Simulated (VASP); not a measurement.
GaN, 2 atoms in the cell. The structure is cubic, space group Fm-3m (No. 225). The conventional cell has a = 4.217 Å, b = 4.217 Å, c = 4.217 Å, α = 90.00°, β = 90.00°, γ = 90.00°. Ga (site symmetry m-3m) has 6 N at 2.11 Å within 2.8 Å. N (site symmetry m-3m) has 6 Ga at 2.11 Å within 2.8 Å. 

```yaml
Program: VASP 6.6.1
Task: single point
Functional: r2SCAN
Potentials_or_basis: VASP PAW PBE potentials, release 64 (Ga_d, N)
Cutoff: 520 eV
k_mesh: 6 × 6 × 6
Occupations: gaussian, width 0.01 eV
Spin: no spin polarisation
Dipole_correction: no
Further_INCAR_settings: ALGO = Normal; EDIFF = 1e-06; NBANDS = 16
```

Potentials or basis: VASP PAW PBE potentials, release 64 (Ga_d, N).

The run is started by

```bash
$ cat potpaw_PBE.64/Ga_d/POTCAR potpaw_PBE.64/N/POTCAR > POTCAR
$ cp INCAR.step1 INCAR
$ mpirun -np 1 vasp_std > vasp.out
$ cp INCAR.step2 INCAR
$ mpirun -np 1 vasp_std > vasp.out
```

Hardware: 1 thread of AMD EPYC 7R13 Processor (Zen 3) (shared host).

Task: How long does it take, and how much memory?

Result: Run time: 24 s on 1 thread of AMD EPYC 7R13 Processor (Zen 3), on a shared host, peak memory 0.11 GiB. Counts: k points 16.
